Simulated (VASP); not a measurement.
A run of VASP 6.6.1 is set up as follows.

File INCAR:

```
SYSTEM = Mo3S
ALGO = Normal
DIPOL = 0.5 0.5 0.363
EDIFF = 1E-7
EDIFFG = -0.025
ENCUT = 520
GGA = PE
IBRION = 2
IDIPOL = 3
ISIF = 2
ISMEAR = 0
KPAR = 2
LASPH = .TRUE.
LCHARG = .FALSE.
LDIPOL = .TRUE.
LREAL = .FALSE.
LWAVE = .FALSE.
NELM = 100
NSW = 36
PREC = Accurate
SIGMA = 0.1
```

KPOINTS

```
k-points
0
G
  10 10 1
  0 0 0
```

Contents of POSCAR:

```
Mo3S
1.0
    2.7370454664      0.0000000000      0.0000000000
   -0.9123484888      2.5805112129      0.0000000000
    0.0000000000      0.0000000000     19.8082440452
Mo S
3 1
Selective dynamics
Direct
    0.5000000000      0.5000000000      0.2019361227  F F F
    0.0000000000      0.0000000000      0.3106875856  F F F
    0.5000000000      0.5000000000      0.4194336472  F F F
    0.6666666667      1.0000000000      0.5193180701  F F T
```

Potentials or basis: VASP PAW PBE potentials, release 64 (Mo_sv, S).

Command:

```console
$ cat potpaw_PBE.64/Mo_sv/POTCAR potpaw_PBE.64/S/POTCAR > POTCAR
$ mpirun -np 2 vasp_std > vasp.out
```

Problem. Predict the band gap on the k mesh.

Solution. Zero (bands 24 and 25 overlap by 1.63 eV).

Problem. What does it give for the energy gained by relaxing?

Solution. 14.6 meV/atom.

Final structure:
```
Mo S
1.0
     2.73705    0.00000    0.00000
    -0.91235    2.58051    0.00000
     0.00000    0.00000   19.80824
Mo S
3 1
Direct
  0.50000 0.50000 0.20194
  0.00000 0.00000 0.31069
  0.50000 0.50000 0.41943
  0.66667 0.00000 0.51288
```
